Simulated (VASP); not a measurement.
HgTe:

```
Hg Te
1.0
     4.65675    0.00000    0.00000
    -2.32838    4.03287    0.00000
     0.00000    0.00000    5.82063
Hg Te
2 2
Direct
  0.33333 0.66667 0.25000
  0.66667 0.33333 0.75000
  0.66667 0.33333 0.25000
  0.33333 0.66667 0.75000
```

```yaml
Program: VASP 6.6.1
Task: relaxation of cell and atoms
Functional: PBE
Potentials_or_basis: VASP PAW PBE potentials, release 64 (Hg, Te)
Cutoff: 600 eV
k_mesh: 6 × 6 × 4
Occupations: fermi-dirac, width 0.02 eV
Spin: no spin polarisation
```

At the start: pressure 17.6 GPa; volume 27.33 Å³/atom.

Question: Where does the relaxation end?

Answer: Over 18 steps the energy falls by 361.8 meV/atom and the volume is 37.59 Å³/atom (+37.5 %); space group P6_3/mmc (No. 194, to 0.1 Å) before and after.

Step by step:
```tsv
step	energy change (eV)	largest force (eV/Å)	pressure (GPa)	volume (Å³)
1	0.0000	0.0000	17.56	109.31
2	-1.0714	0.0000	-3.49	163.86
3	-1.3601	0.0000	0.15	140.87
4	-1.3603	0.0000	-0.02	141.56
5	-1.3647	0.0000	-0.04	141.72
6	-1.3790	0.0000	-0.04	142.17
7	-1.4073	0.0000	0.19	142.86
8	-1.4080	0.0000	1.81	143.45
9	-1.4286	0.0000	0.73	143.26
10	-1.4287	0.0000	0.97	143.34
11	-1.4316	0.0000	0.91	143.98
12	-1.4381	0.0000	0.78	145.89
13	-1.4406	0.0000	0.59	149.67
14	-1.4414	0.0000	0.65	148.50
15	-1.4452	0.0000	0.39	149.23
16	-1.4471	0.0000	-0.12	150.78
17	-1.4474	0.0000	0.00	150.38
18	-1.4474	0.0000	0.01	150.34
```

Final structure:
```yaml
crystal:
  lattice:
    - [4.87976, 0.00000, 0.00000]
    - [-2.43988, 4.22600, 0.00000]
    - [0.00000, 0.00000, 7.29049]
  atoms:
    - { symbol: Hg, position: [0.33333, 0.66667, 0.25000] }
    - { symbol: Hg, position: [0.66667, 0.33333, 0.75000] }
    - { symbol: Te, position: [0.66667, 0.33333, 0.25000] }
    - { symbol: Te, position: [0.33333, 0.66667, 0.75000] }
```

Caveat: the volume moved by over 15 % at a fixed basis, so the end points are rough.
